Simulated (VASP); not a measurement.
# Ga16As15C (a cell with a defect) in VASP: single point with LDA

Aim: the single point of Ga16As15C (a cell with a defect) with LDA.

All numbers are computed with VASP 6.6.1; they aren't measurements. Logs are shortened: lines on timing, memory, paths and dates and some standing lists are left out, and cuts for length are marked.

### Step 1. The cell of the first run

The cell holds a defect, 32 atoms: a = 9.705 Å, b = 9.705 Å, c = 9.705 Å, α = 109.47°, β = 109.47°, γ = 109.47°.

### Step 2. Single point, LDA

Contents of INCAR:

```
  PREC = Accurate
  ENCUT = 520
  EDIFF = 1E-6
  ISMEAR = 0
  SIGMA = 0.02
  LREAL = Auto
  LASPH = True
  NELM = 80
  ALGO = Normal
  ISIF = 2
  LWAVE = False
  LCHARG = True
  GGA = CA
  LVHAR = True
  NBANDS = 166
  NELECT = 288.0
  KPAR = 4
```

Contents of KPOINTS:

```
regular mesh
0
Gamma
  3 3 3
```

Contents of POSCAR:

```
Ga16As15C
1.0
   -5.6033815920      5.6033815920     -5.6033815920
    5.6033815920     -5.6033815920     -5.6033815920
   -5.6033815920     -5.6033815920      5.6033815920
Ga C As
16 1 15
Direct
    0.2919406781      0.7915350196      0.0415585064
   -0.0006778265      0.7542875421      0.2505409514
    0.7470560360      0.7451812008      0.4966198495
    0.5008073450      0.4988567839      0.0040968579
    0.5008959103      0.7542179325      0.7488990801
    0.2546304200      0.4988654861      0.2505014585
    0.0025084252      0.5022771509      0.5058000480
    0.7471574668      0.2468590060     -0.0048948204
    0.7562827337      0.5022028482      0.7521107736
    0.5009874290      0.2095031165      0.2505455418
    0.2454848269      0.2467568075      0.4967052171
   -0.0007999886      0.0005463892      0.0041709320
    0.0024063437      0.2558646038      0.7519611588
    0.7098285928      0.0005516713      0.2504843054
    0.5007857854      0.0005049865      0.4593377473
    0.2545641502      0.0005618525      0.7489461960
    0.5008665000      0.0005059519      0.2504446160
    0.2577348927      1.0005488195      0.4966385730
    1.0008107196      1.0005196869      0.7504109006
    0.7468840481      0.7573192800      0.2503455260
    0.7469276519      1.0005682682      1.0073148087
    0.5008599331      0.7573821096      0.4965777845
    0.2548560887      0.7545016267      0.7613034709
    0.0008973525      0.5005445259      0.2504418850
    1.0116709996      0.7545361274      1.0044739588
    0.7440346838      0.4898188524      0.4936293714
    0.5008570366      0.5004843874      0.7504104259
    0.2577171005      0.2465296024      0.2504428891
    0.2547616331      0.5112358012      0.0043853575
    0.9900804036      0.2437899497      0.4935681023
    0.7440063892      0.2436867287      0.7396417563
    0.5008832265      0.2466363634      0.0073450436
```

Potentials or basis: VASP PAW LDA potentials, release 64 (Ga_d, C, As).

Run with:

```sh
cat potpaw_LDA.64/Ga_d/POTCAR potpaw_LDA.64/C/POTCAR potpaw_LDA.64/As/POTCAR > POTCAR
mpirun -np 4 vasp_std > vasp.out
```

OUTCAR:

```text
PREC = Accurate
   ENCUT = 520
   EDIFF = 1E-6
   ISMEAR = 0
   LREAL = Auto
   LASPH = True
   NELM = 80
   ISIF = 2
   GGA = CA
   NELECT = 288.0

 ion  position               nearest neighbor table
   1  0.292  0.792  0.042-  17 2.03  29 2.50  23 2.50  25 2.50
   2  0.999  0.754  0.251-  18 2.43  25 2.43  20 2.46  24 2.47
   3  0.747  0.745  0.497-  22 2.43  20 2.43  26 2.46  19 2.47
   4  0.501  0.499  0.004-  20 2.43  29 2.43  32 2.46  27 2.47
   5  0.501  0.754  0.749-  21 2.43  23 2.43  22 2.46  27 2.47
   6  0.255  0.499  0.251-  22 2.43  29 2.43  28 2.46  24 2.47
[... 24 lines left out ...]
  31  0.744  0.244  0.740-  13 2.43   9 2.43   8 2.46  15 2.50
  32  0.501  0.247  0.007-  16 2.43   8 2.43   4 2.46  10 2.50

  LATTYP: Found a body centered cubic cell.
 ALAT       =    11.2067631840

  Lattice vectors:

 A1 = (  -5.6033815920,   5.6033815920,  -5.6033815920)
 A2 = (   5.6033815920,  -5.6033815920,  -5.6033815920)
 A3 = (  -5.6033815920,  -5.6033815920,   5.6033815920)

Analysis of symmetry for initial positions (statically):
=====================================================================
 Subroutine PRICEL returns:
 Original cell was already a primitive cell.

 Routine SETGRP: Setting up the symmetry group for a
 body centered cubic supercell.

 Subroutine GETGRP returns: Found  1 space group operations
 (whereof  1 operations were pure point group operations)
 out of a pool of 48 trial point group operations.

The static configuration has the point symmetry C_1 .

Analysis of symmetry for dynamics (positions and initial velocities):
=====================================================================
 Subroutine PRICEL returns:
 Original cell was already a primitive cell.

 Routine SETGRP: Setting up the symmetry group for a
 body centered cubic supercell.

 Subroutine GETGRP returns: Found  1 space group operations
 (whereof  1 operations were pure point group operations)
 out of a pool of 48 trial point group operations.

The dynamic configuration has the point symmetry C_1 .

 Subroutine INISYM returns: Found  1 space group operations
 (whereof  1 operations are pure point group operations),
 and found     1 'primitive' translations

----------------------------------------------------------------------------------------

                                     Primitive cell

  volume of cell :     703.7373

  direct lattice vectors                    reciprocal lattice vectors
    -5.603381592  5.603381592 -5.603381592    -0.089231831  0.000000000 -0.089231831
     5.603381592 -5.603381592 -5.603381592     0.000000000 -0.089231831 -0.089231831
    -5.603381592 -5.603381592  5.603381592    -0.089231831 -0.089231831  0.000000000

  length of vectors
     9.705341612  9.705341612  9.705341612     0.126192866  0.126192866  0.126192866

  position of ions in fractional coordinates (direct lattice)
     0.291940678  0.791535020  0.041558506
     0.999322173  0.754287542  0.250540951
     0.747056036  0.745181201  0.496619850
     0.500807345  0.498856784  0.004096858
     0.500895910  0.754217932  0.748899080
     0.254630420  0.498865486  0.250501458
[... 24 lines left out ...]
     0.744006389  0.243686729  0.739641756
     0.500883227  0.246636363  0.007345044

  ion indices of the primitive-cell ions
   primitive index   ion index
                 1           1
                 2           2
                 3           3
                 4           4
                 5           5
                 6           6
[... 24 lines left out ...]
                31          31
                32          32

----------------------------------------------------------------------------------------

 KPOINTS: regular mesh

Automatic generation of k-mesh.
 Grid dimensions read from file:
 generate k-points for:    3    3    3

 Generating k-lattice:

  Cartesian coordinates                     Fractional coordinates (reciprocal lattice)
    -0.029743944  0.000000000 -0.029743944     0.333333333  0.000000000  0.000000000
     0.000000000 -0.029743944 -0.029743944     0.000000000  0.333333333  0.000000000
    -0.029743944 -0.029743944  0.000000000     0.000000000  0.000000000  0.333333333

  Length of vectors
     0.042064289  0.042064289  0.042064289

  Shift w.r.t. Gamma in fractional coordinates (k-lattice)
     0.000000000  0.000000000  0.000000000

 Subroutine IBZKPT returns following result:
 ===========================================

 Found     14 irreducible k-points:

 Following reciprocal coordinates:
            Coordinates               Weight
  0.000000  0.000000  0.000000      1.000000
  0.333333  0.000000  0.000000      2.000000
  0.000000  0.333333  0.000000      2.000000
  0.000000  0.000000  0.333333      2.000000
  0.333333  0.000000 -0.333333      2.000000
  0.333333 -0.333333  0.000000      2.000000
  0.000000  0.333333 -0.333333      2.000000
  0.333333  0.333333  0.000000      2.000000
  0.000000  0.333333  0.333333      2.000000
  0.333333  0.000000  0.333333      2.000000
 -0.333333 -0.333333 -0.333333      2.000000
 -0.333333  0.333333  0.333333      2.000000
  0.333333 -0.333333  0.333333      2.000000
  0.333333  0.333333 -0.333333      2.000000
   k-points           NKPTS =     14   k-points in BZ     NKDIM =     14   number of bands    NBANDS=    166
   number of dos      NEDOS =    301   number of ions     NIONS =     32
   total plane-waves  NPLWV = 373248
   dimension x,y,z NGX =    72 NGY =   72 NGZ =   72
   dimension x,y,z NGXF=   144 NGYF=  144 NGZF=  144
   ions per type =              16   1  15
   NGX,Y,Z   is equivalent  to a cutoff of  12.33, 12.33, 12.33 a.u.
   NGXF,Y,Z  is equivalent  to a cutoff of  24.67, 24.67, 24.67 a.u.
 SYSTEM =  unknown system
   PREC   = accura    normal or accurate (medium, high low for compatibility)
   ISTART =      0    job   : 0-new  1-cont  2-samecut
   ICHARG =      2    charge: 1-file 2-atom 10-const
   ISPIN  =      1    spin polarized calculation?
   LNONCOLLINEAR =      F non collinear calculations
   LSORBIT =      F    spin-orbit coupling
   LASPH  =      T    aspherical Exc in radial PAW
   ENCUT  =  520.0 eV  38.22 Ry    6.18 a.u.  18.05 18.05 18.05*2*pi/ulx,y,z
   NELM   =     80;   NELMIN=  2; NELMDL= -5     # of ELM steps
   EDIFF  = 0.1E-05   stopping-criterion for ELM
   LREAL  =      T    real-space projection
   EDIFFG = 0.1E-04   stopping-criterion for IOM
   NSW    =      0    number of steps for IOM
   IBRION =     -1    ionic relax: 0-MD 1-quasi-New 2-CG
   NFREE  =      0    steps in history (QN), initial steepest desc. (CG)
   ISIF   =      2    stress and relaxation
   ISYM   =      2    0-nonsym 1-usesym 2-fastsym
   POTIM  = 0.5000    time-step for ionic-motion
   TEBEG  =    0.0;   TEEND  =   0.0 temperature during run
   PSTRESS=    0.0 pullay stress
   NELECT =     288.0000    total number of electrons
   NUPDOWN=      -1.0000    fix difference up-down
   EMIN   =  10.00;   EMAX   =-10.00  energy-range for DOS
   EFERMI =   0.00;   METHOD = LEGACY
   ISMEAR =     0;   SIGMA  =   0.02  broadening in eV -4-tet -1-fermi 0-gaus
   EFERMI_NEDOS =   21; number of points for ismear=-14 and -15
   IALGO  =     38    algorithm
   IMIX   =      4    mixing-type and parameters
     AMIX     =   0.40;   BMIX     =  1.00
     AMIX_MAG =   1.60;   BMIX_MAG =  1.00
  volume/ion in A,a.u.               =      21.99       148.41
  Fermi-wavevector in a.u.,A,eV,Ry     =   1.215445  2.296859 20.099990  1.477308
  Thomas-Fermi vector in A             =   2.350832
   LORBIT       =      0    0 simple, 1 ext, 2 COOP (PROOUT), +10 PAW based schemes
   GGA     = CA    functional components
   LHFCALC =     F    Hartree Fock is set to
   AEXX    =    0.0000 exact exchange contribution
   IVDW    =     0    specifies the selected vdW correction
   LEPSILON=     F    determine dielectric tensor
   LRPA    =     F    only Hartree local field effects (RPA)
 non-spin polarized calculation
 Gauss-broadening in eV      SIGMA  =   0.02
  energy-cutoff  :      520.00
  volume of cell :      703.74
 maximum number of plane-waves:     19069
   NGX = 37   NGY = 37   NGZ = 37

 number of electron     287.9999963 magnetization

 Free energy of the ion-electron system (eV)
  ---------------------------------------------------
  ext. energy  EPLUGINS =         0.00000000
  ---------------------------------------------------
  free energy    TOTEN  =      -152.64735054 eV

  energy without entropy =     -152.64735054  energy(sigma->0) =     -152.64735054

 E-fermi :   4.0112     XC(G=0): -10.0065

 val. band max:        3.9158782203   @ k =   0.0000   0.0000   0.0000
 cond. band min:       4.2547820254   @ k =   0.0000   0.0000   0.0000
 fundamental gap:      0.3389038051
 Fermi energy:         4.0112039428

 k-point     1 :       0.0000    0.0000    0.0000
  band No.  band energies     occupation
      1     -11.2221      2.00000
      2     -11.1625      2.00000
      3     -11.1625      2.00000
      4     -11.1557      2.00000
      5     -11.1353      2.00000
      6     -11.1352      2.00000
[... 148 lines left out ...]
    155       6.4868      0.00000
    156       6.4994      0.00000

 k-point     2 :       0.3333    0.0000    0.0000
  band No.  band energies     occupation
      1     -11.2218      2.00000
      2     -11.1558      2.00000
      3     -11.1544      2.00000
      4     -11.1507      2.00000
      5     -11.1431      2.00000
      6     -11.1398      2.00000
[... 2056 lines left out ...]
    155       6.4837      0.00000
    156       6.7620      0.00000
 [bands above 156 left out]

------------------------ aborting loop because EDIFF is reached ----------------------------------------

  FORCE on cell =-STRESS in cart. coord.  units (eV):
  Direction    XX          YY          ZZ          XY          YZ          ZX
  --------------------------------------------------------------------------------------
  -------------------------------------------------------------------------------------
  Total       -1.7857398     -1.7929486     -1.7882706      0.0007575      0.0010746      0.0083704
  in kB       -4.0655394     -4.0819513     -4.0713011      0.0017246      0.0024465      0.0190567
  external PRESSURE =      -4.0729306 kB  Pullay stress =       0.0000000 kB

 VOLUME and BASIS-vectors are now :
 -----------------------------------------------------------------------------
  energy-cutoff  :      520.00
  volume of cell :      703.74
      direct lattice vectors                 reciprocal lattice vectors
    -5.603381592  5.603381592 -5.603381592    -0.089231831  0.000000000 -0.089231831
     5.603381592 -5.603381592 -5.603381592     0.000000000 -0.089231831 -0.089231831
    -5.603381592 -5.603381592  5.603381592    -0.089231831 -0.089231831  0.000000000

 POSITION                                       TOTAL-FORCE (eV/Angst)
 -----------------------------------------------------------------------------------
      2.56655     -3.03229     -5.83826         0.005977      0.002787      0.002808
     -2.77690     -0.03085     -8.42227         0.004507     -0.002345      0.009018
     -2.79326     -2.77225     -5.57882        -0.008359      0.000837      0.001632
     -0.03389     -0.01203     -5.57854        -0.000607      0.006053      0.001875
     -2.77691     -5.61583     -2.83651         0.004395      0.006249     -0.002216
     -0.03511     -2.77220     -2.81847        -0.000222      0.000328      0.007412
[... 24 lines left out ...]
     -6.94798     -1.34101     -1.38993         0.004989      0.005153      0.004844
     -1.46580      1.38349     -4.14748        -0.003280     -0.001687      0.003496
 -----------------------------------------------------------------------------------
    total drift:                               -0.025389     -0.005672     -0.031171

  FREE ENERGIE OF THE ION-ELECTRON SYSTEM (eV)
  ---------------------------------------------------
  free  energy   TOTEN  =      -152.6473505360 eV

  energy  without entropy=     -152.6473505360  energy(sigma->0) =     -152.64735054
```

Wall time 20 min (4 MPI ranks of Intel Xeon Platinum 8259CL at 2.50GHz (Skylake/Cascade Lake), shared host); peak memory 1.3 GiB.

What came out:

| Item | Value |
| --- | --- |
| Free energy | -152.6474 eV |
| Largest force | 0.012 eV/Å |

Forces on the atoms (eV/Å):
```
Ga   0.006  0.003  0.003
Ga   0.005 -0.002  0.009
Ga  -0.008  0.001  0.002
Ga  -0.001  0.006  0.002
Ga   0.004  0.006 -0.002
Ga   0.000  0.000  0.007
Ga  -0.001 -0.001 -0.004
Ga   0.003  0.002 -0.003
Ga   0.000 -0.008  0.001
Ga   0.010 -0.004 -0.002
Ga   0.003 -0.008  0.002
Ga   0.008  0.000  0.001
Ga  -0.010 -0.001  0.000
Ga  -0.004  0.007 -0.004
Ga  -0.009 -0.005  0.006
Ga   0.007  0.003 -0.002
C   -0.006 -0.002 -0.006
As   0.000  0.004 -0.003
As  -0.005 -0.004 -0.007
As   0.003 -0.007 -0.002
As   0.000 -0.006  0.006
As   0.007 -0.005 -0.003
As  -0.001 -0.002  0.003
As  -0.007 -0.002 -0.007
As  -0.001  0.005 -0.003
As   0.000  0.007  0.004
As  -0.008 -0.001 -0.007
As  -0.003  0.003 -0.003
As   0.004 -0.002 -0.004
As   0.004  0.006  0.008
As   0.005  0.005  0.005
As  -0.003 -0.002  0.003
```

Levels at points of the mesh, in eV from the Fermi level:
```csv
k point,band 140,band 141,band 142,band 143,band 144,band 145,band 146,band 147,band 148,band 149
"(0.00, 0.00, 0.00)",-1.14,-1.14,-0.10,-0.10,-0.10,0.24,1.04,1.04,1.37,1.42
```

Caveat: the cell carries a net charge on a neutralising background, which shifts energy and pressure; the cell is charged against a uniform background, so pressure and absolute levels hang on convention.
